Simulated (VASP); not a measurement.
# PbS (Galena) (Fm-3m) in VASP: a series of runs

Aim: see how the results for PbS (Galena) move with the level of theory and the settings. Levels: PBE+D3(BJ), revPBE+D3(BJ). Tasks: single point, relaxation of cell and atoms.

All numbers are computed with VASP 6.6.1; they aren't measurements. Logs are shortened: lines on timing, memory, paths and dates and some standing lists are left out, and cuts for length are marked.

### Step 1. The cell of the first run

Symmetry: Fm-3m, No. 225, cubic system. The conventional cell has a = 5.927 Å, b = 5.927 Å, c = 5.927 Å, α = 90.00°, β = 90.00°, γ = 90.00°. Within 3.9 Å of Pb (site symmetry m-3m) lie 6 S at 2.96 Å. S (site symmetry m-3m) has 6 Pb at 2.96 Å within 3.9 Å.

### Step 2. Single point, PBE+D3(BJ)

INCAR

```
SYSTEM = PbS
PREC = Accurate ; ENCUT = 500
EDIFF = 1E-6 ; ISMEAR = -1
SIGMA = 0.01 ; LREAL = .False.
LASPH = .True. ; NELM = 120
ALGO = Normal ; ISIF = 2
LWAVE = .False. ; LCHARG = .False.
GGA = PE ; IVDW = 12
NBANDS = 17 ; GGA_COMPAT = .False.
```

KPOINTS

```
regular mesh
0
Gamma
  5 5 5
  0 0 0
```

POSCAR

```
PbS
1.0
    0.0000000000      2.9635936841      2.9635936841
    2.9635936841      0.0000000000      2.9635936841
    2.9635936841      2.9635936841      0.0000000000
Pb S
1 1
Direct
    0.0000000000      0.0000000000      0.0000000000
    0.5000000000      0.5000000000      0.5000000000
```

Potentials or basis: VASP PAW PBE potentials, release 64 (Pb_d, S).

On the command line:

```sh
cat potpaw_PBE.64/Pb_d/POTCAR potpaw_PBE.64/S/POTCAR > POTCAR
mpirun -np 1 vasp_std > vasp.out
```

OUTCAR:

```text
SYSTEM = PbS
   PREC = Accurate
   ENCUT = 500
   EDIFF = 1E-6
   ISMEAR = -1
   LREAL = .False.
   LASPH = .True.
   NELM = 120
   ISIF = 2
   GGA = PE
   IVDW = 12
 IVDW          = 12

 ion  position               nearest neighbor table
   1  0.000  0.000  0.000-   2 2.96   2 2.96   2 2.96   2 2.96   2 2.96   2 2.96
   2  0.500  0.500  0.500-   1 2.96   1 2.96   1 2.96   1 2.96   1 2.96   1 2.96

  LATTYP: Found a face centered cubic cell.
 ALAT       =     5.9271873682

  Lattice vectors:

 A1 = (   0.0000000000,   2.9635936841,   2.9635936841)
 A2 = (   2.9635936841,   0.0000000000,   2.9635936841)
 A3 = (   2.9635936841,   2.9635936841,   0.0000000000)

Analysis of symmetry for initial positions (statically):
=====================================================================
 Subroutine PRICEL returns:
 Original cell was already a primitive cell.

 Routine SETGRP: Setting up the symmetry group for a
 face centered cubic supercell.

 Subroutine GETGRP returns: Found 48 space group operations
 (whereof 48 operations were pure point group operations)
 out of a pool of 48 trial point group operations.

The static configuration has the point symmetry O_h .

Analysis of symmetry for dynamics (positions and initial velocities):
=====================================================================
 Subroutine PRICEL returns:
 Original cell was already a primitive cell.

 Routine SETGRP: Setting up the symmetry group for a
 face centered cubic supercell.

 Subroutine GETGRP returns: Found 48 space group operations
 (whereof 48 operations were pure point group operations)
 out of a pool of 48 trial point group operations.

The dynamic configuration has the point symmetry O_h .

 Subroutine INISYM returns: Found 48 space group operations
 (whereof 48 operations are pure point group operations),
 and found     1 'primitive' translations

----------------------------------------------------------------------------------------

                                     Primitive cell

  volume of cell :      52.0578

  direct lattice vectors                    reciprocal lattice vectors
     0.000000000  2.963593684  2.963593684    -0.168714086  0.168714086  0.168714086
     2.963593684  0.000000000  2.963593684     0.168714086 -0.168714086  0.168714086
     2.963593684  2.963593684  0.000000000     0.168714086  0.168714086 -0.168714086

  length of vectors
     4.191154381  4.191154381  4.191154381     0.292221369  0.292221369  0.292221369

  position of ions in fractional coordinates (direct lattice)
     0.000000000  0.000000000  0.000000000
     0.500000000  0.500000000  0.500000000

  ion indices of the primitive-cell ions
   primitive index   ion index
                 1           1
                 2           2

----------------------------------------------------------------------------------------

 KPOINTS: regular mesh

Automatic generation of k-mesh.
 Grid dimensions read from file:
 generate k-points for:    5    5    5

 Generating k-lattice:

  Cartesian coordinates                     Fractional coordinates (reciprocal lattice)
    -0.033742817  0.033742817  0.033742817     0.200000000  0.000000000  0.000000000
     0.033742817 -0.033742817  0.033742817     0.000000000  0.200000000  0.000000000
     0.033742817  0.033742817 -0.033742817     0.000000000  0.000000000  0.200000000

  Length of vectors
     0.058444274  0.058444274  0.058444274

  Shift w.r.t. Gamma in fractional coordinates (k-lattice)
     0.000000000  0.000000000  0.000000000

 Subroutine IBZKPT returns following result:
 ===========================================

 Found     10 irreducible k-points:

 Following reciprocal coordinates:
            Coordinates               Weight
  0.000000  0.000000  0.000000      1.000000
  0.200000  0.000000  0.000000      8.000000
  0.400000  0.000000  0.000000      8.000000
  0.200000  0.200000  0.000000      6.000000
  0.400000  0.200000  0.000000     24.000000
 -0.400000  0.200000  0.000000     24.000000
 -0.200000  0.200000  0.000000     12.000000
  0.400000  0.400000  0.000000      6.000000
 -0.400000  0.400000  0.000000     12.000000
 -0.400000  0.400000  0.200000     24.000000
   k-points           NKPTS =     10   k-points in BZ     NKDIM =     10   number of bands    NBANDS=     17
   number of dos      NEDOS =    301   number of ions     NIONS =      2
   total plane-waves  NPLWV =  32768
   dimension x,y,z NGX =    32 NGY =   32 NGZ =   32
   dimension x,y,z NGXF=    64 NGYF=   64 NGZF=   64
   ions per type =               1   1
   NGX,Y,Z   is equivalent  to a cutoff of  12.69, 12.69, 12.69 a.u.
   NGXF,Y,Z  is equivalent  to a cutoff of  25.39, 25.39, 25.39 a.u.
 SYSTEM =  PbS
   PREC   = accura    normal or accurate (medium, high low for compatibility)
   ISTART =      0    job   : 0-new  1-cont  2-samecut
   ICHARG =      2    charge: 1-file 2-atom 10-const
   ISPIN  =      1    spin polarized calculation?
   LNONCOLLINEAR =      F non collinear calculations
   LSORBIT =      F    spin-orbit coupling
   LASPH  =      T    aspherical Exc in radial PAW
   ENCUT  =  500.0 eV  36.75 Ry    6.06 a.u.   7.64  7.64  7.64*2*pi/ulx,y,z
   NELM   =    120;   NELMIN=  2; NELMDL= -5     # of ELM steps
   EDIFF  = 0.1E-05   stopping-criterion for ELM
   LREAL  =      F    real-space projection
   EDIFFG = 0.1E-04   stopping-criterion for IOM
   NSW    =      0    number of steps for IOM
   IBRION =     -1    ionic relax: 0-MD 1-quasi-New 2-CG
   NFREE  =      0    steps in history (QN), initial steepest desc. (CG)
   ISIF   =      2    stress and relaxation
   ISYM   =      2    0-nonsym 1-usesym 2-fastsym
   POTIM  = 0.5000    time-step for ionic-motion
   TEBEG  =    0.0;   TEEND  =   0.0 temperature during run
   PSTRESS=    0.0 pullay stress
   NELECT =      20.0000    total number of electrons
   NUPDOWN=      -1.0000    fix difference up-down
   EMIN   =  10.00;   EMAX   =-10.00  energy-range for DOS
   EFERMI =   0.00;   METHOD = LEGACY
   ISMEAR =    -1;   SIGMA  =   0.01  broadening in eV -4-tet -1-fermi 0-gaus
   EFERMI_NEDOS =   21; number of points for ismear=-14 and -15
   IALGO  =     38    algorithm
   IMIX   =      4    mixing-type and parameters
     AMIX     =   0.40;   BMIX     =  1.00
     AMIX_MAG =   1.60;   BMIX_MAG =  1.00
  volume/ion in A,a.u.               =      26.03       175.65
  Fermi-wavevector in a.u.,A,eV,Ry     =   1.190117  2.248994 19.270985  1.416377
  Thomas-Fermi vector in A             =   2.326209
   LORBIT       =      0    0 simple, 1 ext, 2 COOP (PROOUT), +10 PAW based schemes
   GGA     = PE    functional components
   LHFCALC =     F    Hartree Fock is set to
   AEXX    =    0.0000 exact exchange contribution
   IVDW    =    12    specifies the selected vdW correction
   LEPSILON=     F    determine dielectric tensor
   LRPA    =     F    only Hartree local field effects (RPA)
 non-spin polarized calculation
  energy-cutoff  :      500.00
  volume of cell :       52.06
 maximum number of plane-waves:      1363
   NGX = 15   NGY = 15   NGZ = 15

 number of electron      19.9999998 magnetization

 Free energy of the ion-electron system (eV)
  ---------------------------------------------------
  ext. energy  EPLUGINS =         0.00000000
  ---------------------------------------------------
  free energy    TOTEN  =        -8.76706595 eV

  energy without entropy =       -8.76706595  energy(sigma->0) =       -8.76706595

 E-fermi :   5.6645     XC(G=0):  -9.6972

 val. band max:        5.4440455863   @ k =   0.4000   0.0000   0.0000
 cond. band min:       6.7449632429   @ k =   0.4000   0.0000   0.0000
 fundamental gap:      1.3009176566
 Fermi energy:         5.6644749906

 k-point     1 :       0.0000    0.0000    0.0000
  band No.  band energies     occupation
      1     -10.9833      2.00000
      2     -10.9833      2.00000
      3     -10.9833      2.00000
      4     -10.9673      2.00000
      5     -10.9673      2.00000
      6      -7.7742      2.00000
[... 9 lines left out ...]
     16      12.5715      0.00000
     17      14.4971      0.00000

 k-point     2 :       0.2000    0.0000    0.0000
  band No.  band energies     occupation
      1     -10.9829      2.00000
      2     -10.9829      2.00000
      3     -10.9817      2.00000
      4     -10.9624      2.00000
      5     -10.9624      2.00000
      6      -7.4420      2.00000
[... 9 lines left out ...]
     16      13.4022      0.00000
     17      16.9180      0.00000

 k-point     3 :       0.4000    0.0000    0.0000
  band No.  band energies     occupation
      1     -10.9985      2.00000
      2     -10.9985      2.00000
      3     -10.9802      2.00000
      4     -10.9382      2.00000
      5     -10.9382      2.00000
      6      -6.7043      2.00000
[... 9 lines left out ...]
     16      15.2835      0.00000
     17      17.3157      0.00000

 k-point     4 :       0.2000    0.2000    0.0000
  band No.  band energies     occupation
      1     -11.0034      2.00000
      2     -10.9921      2.00000
      3     -10.9627      2.00000
      4     -10.9627      2.00000
      5     -10.9582      2.00000
      6      -7.3193      2.00000
[... 9 lines left out ...]
     16      14.9534      0.00000
     17      15.4221      0.00000

 k-point     5 :       0.4000    0.2000    0.0000
  band No.  band energies     occupation
      1     -11.0358      2.00000
      2     -10.9877      2.00000
      3     -10.9716      2.00000
      4     -10.9490      2.00000
      5     -10.9345      2.00000
      6      -6.6846      2.00000
[... 9 lines left out ...]
     16      16.2510      0.00000
     17      17.3561      0.00000

 k-point     6 :      -0.4000    0.2000    0.0000
  band No.  band energies     occupation
      1     -11.0305      2.00000
      2     -10.9846      2.00000
      3     -10.9702      2.00000
      4     -10.9501      2.00000
      5     -10.9369      2.00000
      6      -6.3507      2.00000
[... 9 lines left out ...]
     16      15.2883      0.00000
     17      17.6027      0.00000

 k-point     7 :      -0.2000    0.2000    0.0000
  band No.  band energies     occupation
      1     -10.9980      2.00000
      2     -10.9851      2.00000
      3     -10.9767      2.00000
      4     -10.9606      2.00000
      5     -10.9486      2.00000
      6      -6.9455      2.00000
[... 9 lines left out ...]
     16      15.7383      0.00000
     17      16.1104      0.00000

 k-point     8 :       0.4000    0.4000    0.0000
  band No.  band energies     occupation
      1     -11.1029      2.00000
      2     -11.0065      2.00000
      3     -10.9437      2.00000
      4     -10.9279      2.00000
      5     -10.9279      2.00000
      6      -6.3120      2.00000
[... 9 lines left out ...]
     16      17.6725      0.00000
     17      17.9493      0.00000

 k-point     9 :      -0.4000    0.4000    0.0000
  band No.  band energies     occupation
      1     -11.0964      2.00000
      2     -10.9939      2.00000
      3     -10.9541      2.00000
      4     -10.9334      2.00000
      5     -10.9271      2.00000
      6      -6.0876      2.00000
[... 9 lines left out ...]
     16      17.1911      0.00000
     17      18.3071      0.00000

 k-point    10 :      -0.4000    0.4000    0.2000
  band No.  band energies     occupation
      1     -11.0670      2.00000
      2     -10.9788      2.00000
      3     -10.9703      2.00000
      4     -10.9488      2.00000
      5     -10.9283      2.00000
      6      -6.1980      2.00000
[... 9 lines left out ...]
     16      17.4212      0.00000
     17      17.5338      0.00000

------------------------ aborting loop because EDIFF is reached ----------------------------------------

 Edisp (eV)   -0.69592

 E8    (eV) :    -0.3133

  FORCE on cell =-STRESS in cart. coord.  units (eV):
  Direction    XX          YY          ZZ          XY          YZ          ZX
  --------------------------------------------------------------------------------------
  -------------------------------------------------------------------------------------
  Total      -0.02656    -0.02656    -0.02656     0.00000    -0.00000     0.00000
  in kB      -0.81749    -0.81749    -0.81749     0.00000    -0.00000     0.00000
  external pressure =       -0.82 kB  Pullay stress =        0.00 kB

 VOLUME and BASIS-vectors are now :
 -----------------------------------------------------------------------------
  energy-cutoff  :      500.00
  volume of cell :       52.06
      direct lattice vectors                 reciprocal lattice vectors
     0.000000000  2.963593684  2.963593684    -0.168714086  0.168714086  0.168714086
     2.963593684  0.000000000  2.963593684     0.168714086 -0.168714086  0.168714086
     2.963593684  2.963593684  0.000000000     0.168714086  0.168714086 -0.168714086

 POSITION                                       TOTAL-FORCE (eV/Angst)
 -----------------------------------------------------------------------------------
      0.00000      0.00000      0.00000         0.000000     -0.000000     -0.000000
      2.96359      2.96359      2.96359        -0.000000      0.000000      0.000000
 -----------------------------------------------------------------------------------
    total drift:                                0.000000     -0.000000     -0.000000

  FREE ENERGIE OF THE ION-ELECTRON SYSTEM (eV)
  ---------------------------------------------------
  free  energy   TOTEN  =        -9.4629902693 eV

  energy  without entropy=       -9.4629902693  energy(sigma->0) =       -9.46299027
```

Run time: 16 s. Hardware: 1 thread of AMD EPYC 7R13, shared host; peak memory 0.15 GiB.

Results:

```yaml
Free_energy: -9.4630 eV
Pressure: -0.1 GPa
Dispersion_energy_per_atom: -0.348 eV
```

Caveat: this odd mesh misses L, where the gap lies, so gap, dielectric constants and Born charges aren't listed; spin-orbit coupling is left out, which moves the levels of the heavy elements.

### Step 3. Single point, revPBE+D3(BJ)

This run uses another cell than the first one, of 25.81 Å³/atom, 0.992 times its volume.

INCAR

```
PREC     = Accurate       # precision mode
ENCUT    = 500            # plane-wave cutoff, eV
EDIFF    = 1E-6           # SCF threshold, eV
ISMEAR   = -1             # smearing method
SIGMA    = 0.01           # smearing width, eV
LREAL    = False          # projectors in reciprocal space
LASPH    = True           # aspherical terms in the spheres
NELM     = 120            # most SCF steps
ALGO     = Normal         # electronic algorithm
ISIF     = 2              # what is computed and relaxed
LWAVE    = False          # write WAVECAR
LCHARG   = False          # write CHGCAR
GGA      = RE             # functional
IVDW     = 12             # dispersion correction
NBANDS   = 17             # bands
GGA_COMPAT= False
```

KPOINTS

```
regular mesh
0
Gamma
  5 5 5
```

POSCAR

```
PbS
1.0
    0.0000000000      2.9554412554      2.9554412554
    2.9554412554      0.0000000000      2.9554412554
    2.9554412554      2.9554412554      0.0000000000
Pb S
1 1
Direct
    0.0000000000      0.0000000000      0.0000000000
    0.5000000000      0.5000000000      0.5000000000
```

Potentials or basis: VASP PAW PBE potentials, release 64 (Pb_d, S).

On the command line:

```sh
cat potpaw_PBE.64/Pb_d/POTCAR potpaw_PBE.64/S/POTCAR > POTCAR
mpirun -np 1 vasp_std > vasp.out
```

Run time: 15 s. Hardware: 1 thread of AMD EPYC 7R13, shared host; peak memory 0.14 GiB.

The run converged. Its results:

```yaml
Free_energy: -9.4549 eV
Pressure: -0.1 GPa
Dispersion_energy_per_atom: -0.654 eV
```

Levels at points of the mesh, in eV from the Fermi level:
| k point | band 6 | band 7 | band 8 | band 9 | band 10 | band 11 | band 12 | band 13 | band 14 | band 15 |
| --- | --- | --- | --- | --- | --- | --- | --- | --- | --- | --- |
| (0.00, 0.00, 0.00) | -13.58 | -5.88 | -2.12 | -2.12 | -2.12 | 5.40 | 5.40 | 5.40 | 6.84 | 6.84 |

Caveat: this odd mesh misses L, where the gap lies, so gap, dielectric constants and Born charges aren't listed; the PAW data sets were made with another functional, which shifts forces and pressure a little; spin-orbit coupling is left out, which moves the levels of the heavy elements.

(Continued in part 2 of 2.)
